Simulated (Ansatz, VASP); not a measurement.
# WBr2F2 in VASP and in Ansatz

```
CELL_PARAMETERS angstrom
4.16183 0.00000 0.00000
-2.08091 3.60425 0.00000
0.00000 0.00000 6.32612
ATOMIC_POSITIONS crystal
W 0.00000 0.00000 0.00000
Br 0.33333 0.66667 0.18224
Br 0.66667 0.33333 0.81776
F 0.66667 0.33333 0.29901
F 0.33333 0.66667 0.70099
```

Change from the starting cell: species swapped into the MgAl2C2 type (P-3m1, No. 164).

Alike in both runs: functional PBE; k mesh 6 × 6 × 4; occupations gaussian, width 0.1 eV; collinear spin.

Ansatz relaxed the structure, and its values are those at the end. VASP's run is a single point on that final structure, the one shown.

|  | VASP | Ansatz |
| --- | --- | --- |
| version | VASP 6.6.1 | Ansatz 0.2.0 |
| potentials or method | VASP PAW PBE potentials, release 64 (W_sv, Br, F), cutoff 520 eV | scalar-relativistic, plane waves, PAW |
| valence electrons in the cell | 42 | 42 |

```tsv
	VASP	Ansatz	Ansatz less VASP
gap on the k mesh at the Fermi level (eV)	none	none	-
pressure (GPa)	0.0	0.0	+0.03
rms of the force components (eV/Å)	0.008	0.006	-0.0019
net moment per atom (μB)	0.42	0.42	0.000
size of the moment on the site where the two differ most (μB)	1.80	1.59	-0.208
```

Site moments also hang on the region over which each program counts them. A gap of «none» marks a metal or a gap that the smearing closes. Ansatz's warnings: no starting moments.

Neither program's run includes spin-orbit coupling.
